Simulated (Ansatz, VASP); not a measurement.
N: VASP beside Ansatz

INCAR

```
SYSTEM = N
PREC = Accurate
ENCUT = 520
EDIFF = 1E-6
ISMEAR = -1
SIGMA = 0.05
LREAL = .FALSE.
LASPH = .TRUE.
NELM = 60
ALGO = Normal
ISIF = 2
LWAVE = .FALSE.
LCHARG = .FALSE.
GGA = PS
NBANDS = 18
```

KPOINTS

```
regular mesh
0
G
  4 4 3
  0 0 0
```

POSCAR

```
N
1.0
    4.0840619700      0.0000000000      0.0000000000
    0.0000000000      4.0840619700      0.0000000000
    0.0000000000      0.0000000000      5.3459132500
N
4
Direct
    0.4042752000      0.5957248000      0.5000000000
    0.0957248000      0.0957248000      0.0000000000
    0.5957248000      0.4042752000      0.5000000000
    0.9042752000      0.9042752000      0.0000000000
```

Contents of input.yaml:

```yaml
crystal:
  lattice:
    - [4.08406197, 0.0, 0.0]
    - [0.0, 4.08406197, 0.0]
    - [0.0, 0.0, 5.34591325]
  atoms:
    - { symbol: "N", position: [0.4042752, 0.5957248, 0.5] }
    - { symbol: "N", position: [0.0957248, 0.0957248, 0.0] }
    - { symbol: "N", position: [0.5957248, 0.4042752, 0.5] }
    - { symbol: "N", position: [0.9042752, 0.9042752, 0.0] }
hamiltonian:
  xc: pbesol
  pseudopotentials: { kind: paw }
kpoints:
  mp_grid: { grid: [4, 4, 3] }
scf:
  occupations: { method: fermi_dirac, width: 0.05 }
  n_extra_bands: 10
output:
  forces: true
  stress: true
  eigenvalues: true
  dos: { projected: true, de: 0.05, nscf_kmesh: { grid: [6, 6, 5] } }
```

Alike in both runs: functional PBEsol; k mesh 4 × 4 × 3; occupations fermi-dirac, width 0.05 eV; no spin polarisation.

```csv
,VASP,Ansatz
version,VASP 6.6.1,Ansatz 0.2.0
potentials or method,"VASP PAW PBE potentials, release 64 (N)",Ansatz PAW
plane-wave cutoff (eV),520,420
valence electrons in the cell,20,20
task,single point,projected density of states
```

```csv
,VASP,Ansatz,Ansatz less VASP
gap on the k mesh at the Fermi level (eV),6.84,6.89,+0.045
least direct gap on the mesh (eV),7.03,7.08,+0.046
pressure (GPa),1.3,-0.8,-2.09
"traceless stress, the component that is largest in VASP (GPa)",-1.10,1.14,+2.239
rms of the force components (eV/Å),0.498,0.497,-0.0015
```

VASP's potentials were made for PBE, not for PBEsol. Atom by atom the forces differ by 0.995 eV/Å (rms over components). One of these differences is far larger than is usual between the two programs; its cause wasn't traced. The functional is the same, so the differences come from potentials, cutoffs and numerics.

Noted on VASP's run: the standard files for N, O and F lose accuracy on very short bonds. Noted on Ansatz's run: odd divisions of the mesh miss points on the zone boundary, where band edges often lie, so the gap on the mesh can be too wide.
